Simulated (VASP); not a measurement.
# LiB3Pt (Pm-3m) in VASP: notebook, part 2 of 2

VASP 6.6.1.

## Step 4: Relaxation of cell and atoms, PBE

File INCAR:

```
PREC     = Accurate       # precision mode
ENCUT    = 600            # plane-wave cutoff, eV
EDIFF    = 1E-7           # SCF threshold, eV
ISMEAR   = 0              # smearing method
SIGMA    = 0.1            # smearing width, eV
LREAL    = F              # projectors in reciprocal space
LASPH    = T              # aspherical terms in the spheres
NELM     = 100            # most SCF steps
ALGO     = Normal         # electronic algorithm
ISIF     = 3              # what is computed and relaxed
LWAVE    = F              # write WAVECAR
LCHARG   = F              # write CHGCAR
GGA      = PE             # functional
IBRION   = 2              # ionic algorithm
NSW      = 100            # ionic steps
EDIFFG   = -0.01          # ionic threshold
```

File KPOINTS:

```
Automatic mesh
0
Gamma
  10 10 10
```

File POSCAR:

```
LiB3Pt
1.0
    3.6712972300      0.0000000000      0.0000000000
    0.0000000000      3.6712972300      0.0000000000
    0.0000000000      0.0000000000      3.6712972300
Li B Pt
1 3 1
Direct
    0.0000000000      0.0000000000      0.0000000000
    0.5000000000      0.0000000000      0.0000000000
    0.0000000000      0.5000000000      0.0000000000
    0.0000000000      0.0000000000      0.5000000000
    0.5000000000      0.5000000000      0.5000000000
```

Potentials or basis: VASP PAW PBE potentials, release 64 (Li_sv, B, Pt).

Started as:

```bash
$ cat potpaw_PBE.64/Li_sv/POTCAR potpaw_PBE.64/B/POTCAR potpaw_PBE.64/Pt/POTCAR > POTCAR
$ mpirun -np 1 vasp_std > vasp.out
```

OUTCAR:

```text
PREC = Accurate
   ENCUT = 600
   EDIFF = 1E-7
   ISMEAR = 0
   LREAL = F
   LASPH = T
   NELM = 100
   ISIF = 3
   GGA = PE
   IBRION = 2
   NSW = 100
   EDIFFG = -0.01

 ion  position               nearest neighbor table
   1  0.000  0.000  0.000-   2 1.84   3 1.84   4 1.84   4 1.84   3 1.84   2 1.84
   2  0.500  0.000  0.000-   1 1.84   1 1.84   5 2.60   5 2.60   5 2.60   5 2.60
   3  0.000  0.500  0.000-   1 1.84   1 1.84   5 2.60   5 2.60   5 2.60   5 2.60
   4  0.000  0.000  0.500-   1 1.84   1 1.84   5 2.60   5 2.60   5 2.60   5 2.60
   5  0.500  0.500  0.500-   2 2.60   3 2.60   4 2.60   2 2.60   3 2.60   2 2.60   4 2.60   2 2.60
                             3 2.60   4 2.60   3 2.60   4 2.60

  LATTYP: Found a simple cubic cell.
 ALAT       =     3.6712972300

  Lattice vectors:

 A1 = (   3.6712972300,   0.0000000000,   0.0000000000)
 A2 = (   0.0000000000,   3.6712972300,   0.0000000000)
 A3 = (   0.0000000000,   0.0000000000,   3.6712972300)

Analysis of symmetry for initial positions (statically):
=====================================================================
 Subroutine PRICEL returns:
 Original cell was already a primitive cell.

 Routine SETGRP: Setting up the symmetry group for a
 simple cubic supercell.

 Subroutine GETGRP returns: Found 48 space group operations
 (whereof 48 operations were pure point group operations)
 out of a pool of 48 trial point group operations.

The static configuration has the point symmetry O_h .

Analysis of symmetry for dynamics (positions and initial velocities):
=====================================================================
 Subroutine PRICEL returns:
 Original cell was already a primitive cell.

 Routine SETGRP: Setting up the symmetry group for a
 simple cubic supercell.

 Subroutine GETGRP returns: Found 48 space group operations
 (whereof 48 operations were pure point group operations)
 out of a pool of 48 trial point group operations.

The dynamic configuration has the point symmetry O_h .

 Subroutine INISYM returns: Found 48 space group operations
 (whereof 48 operations are pure point group operations),
 and found     1 'primitive' translations

----------------------------------------------------------------------------------------

                                     Primitive cell

  volume of cell :      49.4833

  direct lattice vectors                    reciprocal lattice vectors
     3.671297230  0.000000000  0.000000000     0.272383285  0.000000000  0.000000000
     0.000000000  3.671297230  0.000000000     0.000000000  0.272383285  0.000000000
     0.000000000  0.000000000  3.671297230     0.000000000  0.000000000  0.272383285

  length of vectors
     3.671297230  3.671297230  3.671297230     0.272383285  0.272383285  0.272383285

  position of ions in fractional coordinates (direct lattice)
     0.000000000  0.000000000  0.000000000
     0.500000000  0.000000000  0.000000000
     0.000000000  0.500000000  0.000000000
     0.000000000  0.000000000  0.500000000
     0.500000000  0.500000000  0.500000000

  ion indices of the primitive-cell ions
   primitive index   ion index
                 1           1
                 2           2
                 3           3
                 4           4
                 5           5
[... 60 lines left out ...]
   NGX,Y,Z   is equivalent  to a cutoff of  13.58, 13.58, 13.58 a.u.
   NGXF,Y,Z  is equivalent  to a cutoff of  27.17, 27.17, 27.17 a.u.
 SYSTEM =  unknown system
   PREC   = accura    normal or accurate (medium, high low for compatibility)
   ISTART =      0    job   : 0-new  1-cont  2-samecut
   ICHARG =      2    charge: 1-file 2-atom 10-const
   ISPIN  =      1    spin polarized calculation?
   LNONCOLLINEAR =      F non collinear calculations
   LSORBIT =      F    spin-orbit coupling
   LASPH  =      T    aspherical Exc in radial PAW
   ENCUT  =  600.0 eV  44.10 Ry    6.64 a.u.   7.33  7.33  7.33*2*pi/ulx,y,z
   NELM   =    100;   NELMIN=  2; NELMDL= -5     # of ELM steps
   EDIFF  = 0.1E-06   stopping-criterion for ELM
   LREAL  =      F    real-space projection
   EDIFFG = -.1E-01   stopping-criterion for IOM
   NSW    =    100    number of steps for IOM
   IBRION =      2    ionic relax: 0-MD 1-quasi-New 2-CG
   NFREE  =      1    steps in history (QN), initial steepest desc. (CG)
   ISIF   =      3    stress and relaxation
   ISYM   =      2    0-nonsym 1-usesym 2-fastsym
   POTIM  = 0.5000    time-step for ionic-motion
   TEBEG  =    0.0;   TEEND  =   0.0 temperature during run
   PSTRESS=    0.0 pullay stress
   NELECT =      22.0000    total number of electrons
   NUPDOWN=      -1.0000    fix difference up-down
   EMIN   =  10.00;   EMAX   =-10.00  energy-range for DOS
   EFERMI =   0.00;   METHOD = LEGACY
   ISMEAR =     0;   SIGMA  =   0.10  broadening in eV -4-tet -1-fermi 0-gaus
   EFERMI_NEDOS =   21; number of points for ismear=-14 and -15
   IALGO  =     38    algorithm
   IMIX   =      4    mixing-type and parameters
     AMIX     =   0.40;   BMIX     =  1.00
     AMIX_MAG =   1.60;   BMIX_MAG =  1.00
  volume/ion in A,a.u.               =       9.90        66.79
  Fermi-wavevector in a.u.,A,eV,Ry     =   1.249481  2.361176 21.241439  1.561202
  Thomas-Fermi vector in A             =   2.383519
   LORBIT       =      0    0 simple, 1 ext, 2 COOP (PROOUT), +10 PAW based schemes
   GGA     = PE    functional components
   LHFCALC =     F    Hartree Fock is set to
   AEXX    =    0.0000 exact exchange contribution
   IVDW    =     0    specifies the selected vdW correction
   LEPSILON=     F    determine dielectric tensor
   LRPA    =     F    only Hartree local field effects (RPA)
 conjugate gradient relaxation of ions
 non-spin polarized calculation
 Gauss-broadening in eV      SIGMA  =   0.10
  energy-cutoff  :      600.00
  volume of cell :       49.48
 maximum number of plane-waves:      1671
 NGX is ok and might be reduce to    30
   NGX = 15   NGY = 15   NGZ = 15

 number of electron      21.9999997 magnetization

 Free energy of the ion-electron system (eV)
  ---------------------------------------------------
  ext. energy  EPLUGINS =         0.00000000
  ---------------------------------------------------
  free energy    TOTEN  =       -18.82278126 eV

  energy without entropy =      -18.81716035  energy(sigma->0) =      -18.81997081

 E-fermi :   6.8909     XC(G=0): -11.7562

 val. band max:        6.8678391803   @ k =   0.5000   0.5000   0.4000
 cond. band min:       6.9196710270   @ k =   0.5000   0.1000   0.0000
 fundamental gap:      0.0518318467
 Fermi energy:         6.8909097249

 k-point     1 :       0.0000    0.0000    0.0000
  band No.  band energies     occupation
      1     -37.6398      2.00000
      2      -4.7634      2.00000
      3       1.4567      2.00000
      4       1.4567      2.00000
      5       3.0239      2.00000
      6       3.0239      2.00000
      7       3.0239      2.00000
      8       4.0836      2.00000
      9       4.0836      2.00000
     10       4.0836      2.00000
     11       7.6452      0.00000
     12       7.6452      0.00000
     13       9.8343      0.00000
     14       9.8343      0.00000
[... 401 lines left out ...]
      2      -3.7463      2.00000
      3      -0.5553      2.00000
      4       1.3120      2.00000
      5       2.0473      2.00000
      6       2.4381      2.00000
      7       3.6128      2.00000
      8       4.2872      2.00000
      9       5.4797      2.00000
     10       5.5825      2.00000
     11       6.3923      2.00000
     12       7.8852      0.00000
     13       8.9274      0.00000
     14       9.2296      0.00000
     15      10.7451      0.00000

 [... further k-points ...]

------------------------ aborting loop because EDIFF is reached ----------------------------------------

  FORCE on cell =-STRESS in cart. coord.  units (eV):
  Direction    XX          YY          ZZ          XY          YZ          ZX
  --------------------------------------------------------------------------------------
  -------------------------------------------------------------------------------------
  Total        0.0371671      0.0371671      0.0371671      0.0000000     -0.0000000     -0.0000000
  in kB        1.2034024      1.2034024      1.2034024      0.0000000     -0.0000000     -0.0000000
  external PRESSURE =       1.2034024 kB  Pullay stress =       0.0000000 kB

 VOLUME and BASIS-vectors are now :
 -----------------------------------------------------------------------------
  energy-cutoff  :      600.00
  volume of cell :       49.48
      direct lattice vectors                 reciprocal lattice vectors
     3.671297230  0.000000000  0.000000000     0.272383285  0.000000000  0.000000000
     0.000000000  3.671297230  0.000000000     0.000000000  0.272383285  0.000000000
     0.000000000  0.000000000  3.671297230     0.000000000  0.000000000  0.272383285

 POSITION                                       TOTAL-FORCE (eV/Angst)
 -----------------------------------------------------------------------------------
      0.00000      0.00000      0.00000         0.000000      0.000000      0.000000
      1.83565      0.00000      0.00000         0.000000      0.000000      0.000000
      0.00000      1.83565      0.00000         0.000000      0.000000      0.000000
      0.00000      0.00000      1.83565         0.000000      0.000000      0.000000
      1.83565      1.83565      1.83565         0.000000      0.000000      0.000000
 -----------------------------------------------------------------------------------
    total drift:                                0.000000      0.000000      0.000000

  FREE ENERGIE OF THE ION-ELECTRON SYSTEM (eV)
  ---------------------------------------------------
  free  energy   TOTEN  =       -18.8227812634 eV

  energy  without entropy=      -18.8171603516  energy(sigma->0) =      -18.81997081

 reached required accuracy - stopping structural energy minimisation
```

It took 46 s on 1 thread of Intel Xeon Platinum 8259CL at 2.50GHz (Skylake/Cascade Lake), shared host; peak memory 0.2 GiB.

What came out:

| Quantity | Value |
| --- | --- |
| Free energy | -18.8228 eV |
| Pressure after relaxing | 0.1 GPa |
| Band gap on the k mesh | zero (bands 11 and 12 overlap by 1.25 eV) |

Final structure:
```
Li B Pt
1.0
     3.67130    0.00000    0.00000
     0.00000    3.67130    0.00000
     0.00000    0.00000    3.67130
Li B Pt
1 3 1
Cartesian
  0.0000 0.0000 0.0000
  1.8356 0.0000 0.0000
  0.0000 1.8356 0.0000
  0.0000 0.0000 1.8356
  1.8356 1.8356 1.8356
```

Levels at points of the mesh, in eV from the Fermi level:
| k point | band 7 | band 8 | band 9 | band 10 | band 11 | band 12 | band 13 | band 14 | band 15 |
| --- | --- | --- | --- | --- | --- | --- | --- | --- | --- |
| (0.00, 0.00, 0.00) | -3.87 | -2.81 | -2.81 | -2.81 | 0.75 | 0.75 | 2.94 | 2.94 | 2.94 |
| (0.50, 0.00, 0.00) | -2.72 | -2.37 | -1.70 | 0.10 | 0.10 | 0.21 | 0.21 | 1.98 | 2.70 |
| (0.50, 0.50, 0.00) | -4.14 | -2.33 | -1.88 | -0.96 | -0.63 | 2.06 | 2.10 | 2.10 | 3.99 |
| (0.50, 0.50, 0.50) | -4.11 | -3.67 | -2.16 | -2.16 | -0.18 | -0.18 | -0.18 | -0.07 | 5.74 |

Caveat: the cutoff is under 1.25 times the usual one of these potentials, so pressure, stress and relaxed cells hold a basis-set (Pulay) error; the relaxation stopped at its first step, so nothing moved; spin-orbit coupling is left out, which moves the levels of the heavy elements.

## Step 5: Summary

```csv
task,cell,k mesh,cutoff (eV),gap on the mesh (eV),pressure (GPa)
single point,"a = 3.672 Å, 5 atoms",10 × 10 × 10,520,none,-
relaxation of cell and atoms,"relaxed from a = 3.623 Å, 5 atoms",6 × 6 × 6,600,none,0.1
relaxation of cell and atoms,"relaxed from a = 3.671 Å, 5 atoms",10 × 10 × 10,600,none,0.1
```

Alike in all rows: level PBE; potentials or basis VASP PAW PBE potentials, release 64 (Li_sv, B, Pt); no spin polarisation; smearing gaussian 0.1 eV.

Caveats: the cutoff is under 1.25 times the usual one of these potentials, so pressure, stress and relaxed cells hold a basis-set (Pulay) error; spin-orbit coupling is left out, which moves the levels of the heavy elements; the relaxation stopped at its first step, so nothing moved (at least some runs).

Absolute energies hang on the potentials; compare differences alone.

The gap in the log of VASP goes by the Fermi energy; the results here count the filled bands.